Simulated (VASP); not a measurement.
# Sr (P3_121) in VASP: relaxation of cell and atoms with PBEsol

Aim: the relaxation of cell and atoms of Sr with PBEsol.

Everything below comes from runs of VASP 6.6.1. Logs are shortened: lines on timing, memory, paths and dates and some standing lists are left out, and cuts for length are marked.

### Step 1. The cell of the first run

It takes space group P3_121 (No. 152, trigonal). The conventional cell has a = 5.625 Å, b = 5.625 Å, c = 6.381 Å, α = 90.00°, β = 90.00°, γ = 120.00°. Within 4.0 Å of Sr (site symmetry 2) lie 2 Sr at 3.06 Å.

### Step 2. Relaxation of cell and atoms, PBEsol

Contents of INCAR:

```
ALGO     = Normal         # electronic algorithm
EDIFF    = 1E-6           # SCF threshold, eV
EDIFFG   = -0.04          # ionic threshold
ENCUT    = 600            # plane-wave cutoff, eV
GGA      = PS             # functional
IBRION   = 2              # ionic algorithm
ISIF     = 3              # what is computed and relaxed
ISMEAR   = 0              # smearing method
LASPH    = T              # aspherical terms in the spheres
LCHARG   = F              # write CHGCAR
LREAL    = F              # projectors in reciprocal space
LWAVE    = F              # write WAVECAR
NELM     = 80             # most SCF steps
NSW      = 90             # ionic steps
PREC     = Accurate       # precision mode
SIGMA    = 0.1            # smearing width, eV
```

Contents of KPOINTS:

```
k-points
0
Gamma
  6 6 4
```

Contents of POSCAR:

```
Sr
1.0
    5.6246462753      0.0000000000      0.0000000000
   -2.8123231377      4.8710865618      0.0000000000
    0.0000000000      0.0000000000      6.3813494836
Sr
3
Direct
    0.2254000000      0.0000000000      0.3333333333
    0.0000000000      0.2254000000      0.6666666667
    0.7746000000      0.7746000000      0.0000000000
```

Potentials or basis: VASP PAW PBE potentials, release 64 (Sr_sv).

Command:

```
cat potpaw_PBE.64/Sr_sv/POTCAR > POTCAR
mpirun -np 1 vasp_std > vasp.out
```

OUTCAR:

```text
EDIFF = 1E-6
   EDIFFG = -0.04
   ENCUT = 600
   GGA = PS
   IBRION = 2
   ISIF = 3
   ISMEAR = 0
   LASPH = T
   LREAL = F
   NELM = 80
   NSW = 90
   PREC = Accurate

 ion  position               nearest neighbor table
   1  0.225  0.000  0.333-   3 3.06   2 3.06   3 4.43   3 4.43   2 4.43   2 4.43   2 4.79   3 4.79

   2  0.000  0.225  0.667-   3 3.06   1 3.06   3 4.43   3 4.43   1 4.43   1 4.43   1 4.79   3 4.79

   3  0.775  0.775  0.000-   1 3.06   2 3.06   2 4.43   1 4.43   2 4.43   1 4.43   1 4.79   2 4.79

  LATTYP: Found a hexagonal cell.
 ALAT       =     5.6246462753
 C/A-ratio  =     1.1345334749

  Lattice vectors:

 A1 = (   5.6246462753,   0.0000000000,   0.0000000000)
 A2 = (  -2.8123231377,   4.8710865618,   0.0000000000)
 A3 = (   0.0000000000,   0.0000000000,   6.3813494836)

Analysis of symmetry for initial positions (statically):
=====================================================================
 Subroutine PRICEL returns:
 Original cell was already a primitive cell.

 Routine SETGRP: Setting up the symmetry group for a
 hexagonal supercell.

 Subroutine GETGRP returns: Found  6 space group operations
 (whereof  2 operations were pure point group operations)
 out of a pool of 24 trial point group operations.

The static configuration has the point symmetry C_2 .
 The point group associated with its full space group is D_3 .

Analysis of symmetry for dynamics (positions and initial velocities):
=====================================================================
 Subroutine PRICEL returns:
 Original cell was already a primitive cell.

 Routine SETGRP: Setting up the symmetry group for a
 hexagonal supercell.

 Subroutine GETGRP returns: Found  6 space group operations
 (whereof  2 operations were pure point group operations)
 out of a pool of 24 trial point group operations.

The dynamic configuration has the point symmetry C_2 .
 The point group associated with its full space group is D_3 .

 Subroutine INISYM returns: Found  6 space group operations
 (whereof  2 operations are pure point group operations),
 and found     1 'primitive' translations

----------------------------------------------------------------------------------------

                                     Primitive cell

  volume of cell :     174.8371

  direct lattice vectors                    reciprocal lattice vectors
     5.624646275  0.000000000  0.000000000     0.177788958  0.102646503  0.000000000
    -2.812323138  4.871086562  0.000000000     0.000000000  0.205293005  0.000000000
     0.000000000  0.000000000  6.381349484     0.000000000  0.000000000  0.156706666

  length of vectors
     5.624646275  5.624646275  6.381349484     0.205293005  0.205293005  0.156706666

  position of ions in fractional coordinates (direct lattice)
     0.225400000  0.000000000  0.333333333
     0.000000000  0.225400000  0.666666667
     0.774600000  0.774600000  0.000000000

  ion indices of the primitive-cell ions
   primitive index   ion index
                 1           1
                 2           2
                 3           3

----------------------------------------------------------------------------------------

 KPOINTS: k-points

Automatic generation of k-mesh.
 Grid dimensions read from file:
 generate k-points for:    6    6    4

 Generating k-lattice:

  Cartesian coordinates                     Fractional coordinates (reciprocal lattice)
     0.029631493  0.017107750  0.000000000     0.166666667  0.000000000  0.000000000
     0.000000000  0.034215501  0.000000000     0.000000000  0.166666667  0.000000000
     0.000000000  0.000000000  0.039176666     0.000000000  0.000000000  0.250000000

  Length of vectors
     0.034215501  0.034215501  0.039176666

  Shift w.r.t. Gamma in fractional coordinates (k-lattice)
     0.000000000  0.000000000  0.000000000

 Subroutine IBZKPT returns following result:
 ===========================================

 Found     24 irreducible k-points:

 Following reciprocal coordinates:
            Coordinates               Weight
  0.000000  0.000000  0.000000      1.000000
  0.166667  0.000000  0.000000      6.000000
  0.333333  0.000000  0.000000      6.000000
  0.500000  0.000000  0.000000      3.000000
  0.166667  0.166667  0.000000      6.000000
  0.333333  0.166667  0.000000     12.000000
[... 16 lines left out ...]
  0.333333  0.166667  0.500000     12.000000
  0.333333  0.333333  0.500000      2.000000
   k-points           NKPTS =     24   k-points in BZ     NKDIM =     24   number of bands    NBANDS=     19
   number of dos      NEDOS =    301   number of ions     NIONS =      3
   total plane-waves  NPLWV = 124416
   dimension x,y,z NGX =    48 NGY =   48 NGZ =   54
   dimension x,y,z NGXF=    96 NGYF=   96 NGZF=  108
   ions per type =               3
   NGX,Y,Z   is equivalent  to a cutoff of  14.19, 14.19, 14.07 a.u.
   NGXF,Y,Z  is equivalent  to a cutoff of  28.37, 28.37, 28.14 a.u.
 SYSTEM =  unknown system
   PREC   = accura    normal or accurate (medium, high low for compatibility)
   ISTART =      0    job   : 0-new  1-cont  2-samecut
   ICHARG =      2    charge: 1-file 2-atom 10-const
   ISPIN  =      1    spin polarized calculation?
   LNONCOLLINEAR =      F non collinear calculations
   LSORBIT =      F    spin-orbit coupling
   LASPH  =      T    aspherical Exc in radial PAW
   ENCUT  =  600.0 eV  44.10 Ry    6.64 a.u.  11.23 11.23 12.75*2*pi/ulx,y,z
   NELM   =     80;   NELMIN=  2; NELMDL= -5     # of ELM steps
   EDIFF  = 0.1E-05   stopping-criterion for ELM
   LREAL  =      F    real-space projection
   EDIFFG = -.4E-01   stopping-criterion for IOM
   NSW    =     90    number of steps for IOM
   IBRION =      2    ionic relax: 0-MD 1-quasi-New 2-CG
   NFREE  =      1    steps in history (QN), initial steepest desc. (CG)
   ISIF   =      3    stress and relaxation
   ISYM   =      2    0-nonsym 1-usesym 2-fastsym
   POTIM  = 0.5000    time-step for ionic-motion
   TEBEG  =    0.0;   TEEND  =   0.0 temperature during run
   PSTRESS=    0.0 pullay stress
   NELECT =      30.0000    total number of electrons
   NUPDOWN=      -1.0000    fix difference up-down
   EMIN   =  10.00;   EMAX   =-10.00  energy-range for DOS
   EFERMI =   0.00;   METHOD = LEGACY
   ISMEAR =     0;   SIGMA  =   0.10  broadening in eV -4-tet -1-fermi 0-gaus
   EFERMI_NEDOS =   21; number of points for ismear=-14 and -15
   IALGO  =     38    algorithm
   IMIX   =      4    mixing-type and parameters
     AMIX     =   0.40;   BMIX     =  1.00
     AMIX_MAG =   1.60;   BMIX_MAG =  1.00
  volume/ion in A,a.u.               =      58.28       393.29
  Fermi-wavevector in a.u.,A,eV,Ry     =   0.909712  1.719107 11.259861  0.827576
  Thomas-Fermi vector in A             =   2.033789
   LORBIT       =      0    0 simple, 1 ext, 2 COOP (PROOUT), +10 PAW based schemes
   GGA     = PS    functional components
   LHFCALC =     F    Hartree Fock is set to
   AEXX    =    0.0000 exact exchange contribution
   IVDW    =     0    specifies the selected vdW correction
   LEPSILON=     F    determine dielectric tensor
   LRPA    =     F    only Hartree local field effects (RPA)
 conjugate gradient relaxation of ions
 non-spin polarized calculation
 Gauss-broadening in eV      SIGMA  =   0.10
  energy-cutoff  :      600.00
  volume of cell :      174.84
 maximum number of plane-waves:      5882
 NGX is ok and might be reduce to    48
   NGX = 23   NGY = 23   NGZ = 25

--------------------------------------- Ionic step        1  -------------------------------------------

 number of electron      30.0000000 magnetization

 Free energy of the ion-electron system (eV)
  ---------------------------------------------------
  ext. energy  EPLUGINS =         0.00000000
  ---------------------------------------------------
  free energy    TOTEN  =        -2.35364214 eV

  energy without entropy =       -2.33187628  energy(sigma->0) =       -2.34275921

------------------------ aborting loop because EDIFF is reached ----------------------------------------

  FORCE on cell =-STRESS in cart. coord.  units (eV):
  Direction    XX          YY          ZZ          XY          YZ          ZX
  --------------------------------------------------------------------------------------
  -------------------------------------------------------------------------------------
  Total       -0.5439030     -0.5439030      2.8938978      0.0000000      0.0000000      0.0000000
  in kB       -4.9842342     -4.9842342     26.5191852      0.0000000      0.0000000      0.0000000
  external PRESSURE =       5.5169056 kB  Pullay stress =       0.0000000 kB
[... 92 lines left out ...]
  FREE ENERGIE OF THE ION-ELECTRON SYSTEM (eV)
  ---------------------------------------------------
  free  energy   TOTEN  =        -4.1758270796 eV

  energy  without entropy=       -4.1536194904  energy(sigma->0) =       -4.16472329

[... ionic steps 4 to 22 ...]

--------------------------------------- Ionic step       23  -------------------------------------------

 number of electron      29.9999997 magnetization

------------------------ aborting loop because EDIFF is reached ----------------------------------------

  FORCE on cell =-STRESS in cart. coord.  units (eV):
  Direction    XX          YY          ZZ          XY          YZ          ZX
  --------------------------------------------------------------------------------------
  -------------------------------------------------------------------------------------
  Total        0.0368707      0.0368707      0.1780685     -0.0000000     -0.0000000      0.0000000
  in kB        0.3814225      0.3814225      1.8420964     -0.0000000     -0.0000000      0.0000000
  external PRESSURE =       0.8683138 kB  Pullay stress =       0.0000000 kB
[... 59 lines left out ...]
  energy  without entropy=       -5.4625478867  energy(sigma->0) =       -5.47421205

--------------------------------------- Ionic step       25  -------------------------------------------

 number of electron      29.9999997 magnetization

 Free energy of the ion-electron system (eV)
  ---------------------------------------------------
  ext. energy  EPLUGINS =         0.00000000
  ---------------------------------------------------
  free energy    TOTEN  =        -5.48791059 eV

  energy without entropy =       -5.46457744  energy(sigma->0) =       -5.47624401

 E-fermi :   1.7141     XC(G=0):  -7.6139

 val. band max:        1.7119258105   @ k =   0.3333   0.3333   0.5000
 cond. band min:       1.7150959599   @ k =   0.1667   0.1667   0.5000
 fundamental gap:      0.0031701494
 Fermi energy:         1.7140959205

 k-point     1 :       0.0000    0.0000    0.0000
  band No.  band energies     occupation
      1     -34.7272      2.00000
      2     -34.7119      2.00000
      3     -34.7119      2.00000
      4     -16.8113      2.00000
      5     -16.8113      2.00000
      6     -16.6468      2.00000
[... 11 lines left out ...]
     18       4.0311      0.00000
     19       4.0685      0.00000
[... 534 lines left out ...]
  FREE ENERGIE OF THE ION-ELECTRON SYSTEM (eV)
  ---------------------------------------------------
  free  energy   TOTEN  =        -5.4879105863 eV

  energy  without entropy=       -5.4645774352  energy(sigma->0) =       -5.47624401

 reached required accuracy - stopping structural energy minimisation
```

Run time: 18 min. Hardware: 1 thread of Intel Xeon 6975P-C (Granite Rapids), shared host; peak memory 0.45 GiB.

Results:

| Property | Result |
| --- | --- |
| Free energy | -5.4879 eV |
| Relaxed volume | 51.88 Å³/atom |
| Relaxed cell | a = 4.214 Å, b = 4.214 Å, c = 10.123 Å, α = 90.00°, β = 90.00°, γ = 120.00° |
| Space group after relaxing (to 0.1 Å) | P3_121 (No. 152) |
| Energy gained by relaxing | 1044.8 meV/atom |
| Ionic steps | 25 |
| Pressure after relaxing | 0.0 GPa |
| Largest force after relaxing | 0.024 eV/Å |
| Band gap on the k mesh | zero (bands 15 and 16 overlap by 0.01 eV) |

Forces on the atoms (eV/Å):
```
Sr  -0.024  0.000  0.000
Sr   0.012 -0.021  0.000
Sr   0.012  0.021  0.000
```

Stress tensor (GPa, compression positive):
```
-0.03  0.00  0.00
 0.00 -0.03  0.00
 0.00  0.00  0.10
```

The path:
| step | energy change (eV) | largest force (eV/Å) | pressure (GPa) | volume (Å³) |
| --- | --- | --- | --- | --- |
| 1 | 0.0000 | 2.3447 | 0.55 | 174.84 |
| 2 | -0.8025 | 1.7154 | 0.04 | 179.79 |
| 3 | -1.8222 | 0.4459 | -0.98 | 191.43 |
| 4 | -1.9430 | 0.1672 | -1.15 | 195.18 |
| 5 | -2.0014 | 0.0426 | -1.28 | 199.09 |
| 6 | -2.3558 | 0.0880 | -0.64 | 172.50 |
| 7 | -1.7856 | 0.0839 | 9.95 | 102.06 |
| 8 | -2.5922 | 0.0904 | 0.58 | 150.85 |
| 9 | -2.6173 | 0.1120 | 2.69 | 132.59 |
| 10 | -2.6367 | 0.1054 | 1.77 | 139.35 |
| 11 | -2.7943 | 0.0951 | 2.35 | 135.62 |
| 12 | -2.6204 | 0.0117 | 4.66 | 121.00 |
| 13 | -2.8785 | 0.0728 | 3.13 | 130.42 |
| 14 | -3.0742 | 0.0572 | 1.37 | 142.24 |
| 15 | -3.1109 | 0.0413 | -0.08 | 157.26 |
| 16 | -3.1171 | 0.0450 | 0.24 | 153.21 |
| 17 | -3.1171 | 0.0455 | 0.28 | 152.74 |
| 18 | -3.1233 | 0.0468 | 0.16 | 153.92 |
| 19 | -3.1282 | 0.0499 | -0.13 | 157.38 |
| 20 | -3.1288 | 0.0491 | -0.06 | 156.47 |
| 21 | -3.1295 | 0.0481 | -0.03 | 156.05 |
| 22 | -3.1304 | 0.0445 | 0.08 | 154.79 |
| 23 | -3.1309 | 0.0427 | 0.09 | 154.88 |
| 24 | -3.1322 | 0.0369 | 0.05 | 155.13 |
| 25 | -3.1343 | 0.0245 | 0.01 | 155.64 |

Final structure:
```
CELL_PARAMETERS angstrom
4.21352 0.00000 0.00000
-2.10676 3.64901 0.00000
0.00000 0.00000 10.12287
ATOMIC_POSITIONS crystal
Sr 0.34254 0.00000 0.33333
Sr 0.00000 0.34254 0.66667
Sr 0.65746 0.65746 0.00000
```

Caveat: a cell axis changed by over 15 % at a fixed basis, so the end point is rough; the PAW data sets were made with another functional, which shifts forces and pressure a little.
